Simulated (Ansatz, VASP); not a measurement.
# TaN: VASP beside Ansatz

File INCAR:

```
SYSTEM = TaN
PREC     = Accurate       ! precision mode
ENCUT    = 600            ! plane-wave cutoff, eV
EDIFF    = 1E-6           ! SCF threshold, eV
ISMEAR   = -1             ! smearing method
SIGMA    = 0.05           ! smearing width, eV
LREAL    = .FALSE.        ! projectors in reciprocal space
LASPH    = .TRUE.         ! aspherical terms in the spheres
NELM     = 120            ! most SCF steps
ALGO     = Normal         ! electronic algorithm
ISIF     = 2              ! what is computed and relaxed
LWAVE    = .FALSE.        ! write WAVECAR
LCHARG   = .FALSE.        ! write CHGCAR
GGA      = CA             ! functional
NBANDS   = 16             ! bands
GGA_COMPAT= .FALSE.
```

The input KPOINTS:

```
regular mesh
0
G
  10 10 10
  0 0 0
```

Contents of POSCAR:

```
TaN
1.0
    0.0000000000      2.2113230000      2.2113230000
    2.2113230000      0.0000000000      2.2113230000
    2.2113230000      2.2113230000      0.0000000000
Ta N
1 1
Direct
    0.5000000000      0.5000000000      0.5000000000
    0.0000000000      0.0000000000      0.0000000000
```

input.yaml

```yaml
crystal:
  lattice:
    - [0.0, 2.211323, 2.211323]
    - [2.211323, 0.0, 2.211323]
    - [2.211323, 2.211323, 0.0]
  atoms:
    - { symbol: Ta, position: [0.5, 0.5, 0.5] }
    - { symbol: "N", position: [0.0, 0.0, 0.0] }
hamiltonian:
  xc: lda
  pseudopotentials: { kind: paw }
kpoints:
  mp_grid: { grid: [10, 10, 10] }
  band_path:
    path:
      - [[0.0, 0.0, 0.0], [0.5, 0.0, 0.5], [0.5, 0.25, 0.75], [0.375, 0.375, 0.75], [0.0, 0.0, 0.0], [0.5, 0.5, 0.5], [0.625, 0.25, 0.625], [0.5, 0.25, 0.75], [0.5, 0.5, 0.5], [0.375, 0.375, 0.75]]
      - [[0.625, 0.25, 0.625], [0.5, 0.0, 0.5]]
    npoints: 14
scf:
  occupations: { method: fermi_dirac, width: 0.05 }
  n_extra_bands: 6
output:
  forces: true
  stress: true
  eigenvalues: true
  fatbands: true
```

Alike in both runs: functional LDA; k mesh 10 × 10 × 10; occupations fermi-dirac, width 0.05 eV; no spin polarisation.

```csv
,VASP,Ansatz
version,VASP 6.6.1,Ansatz 0.2.0
potentials or method,"VASP PAW LDA potentials, release 64 (Ta_sv_GW, N)",Ansatz PAW
plane-wave cutoff (eV),600,420
valence electrons in the cell,18,18
task,single point,band structure
```

```tsv
	VASP	Ansatz	Ansatz less VASP
gap on the k mesh at the Fermi level (eV)	none	none	-
pressure (GPa)	-16.3	-17.2	-0.92
```

LDA's correlation is that of Perdew and Zunger in VASP and of Perdew and Wang (1992) in Ansatz. A gap of «none» marks a metal or a gap that the smearing closes.

Neither program's run includes spin-orbit coupling.
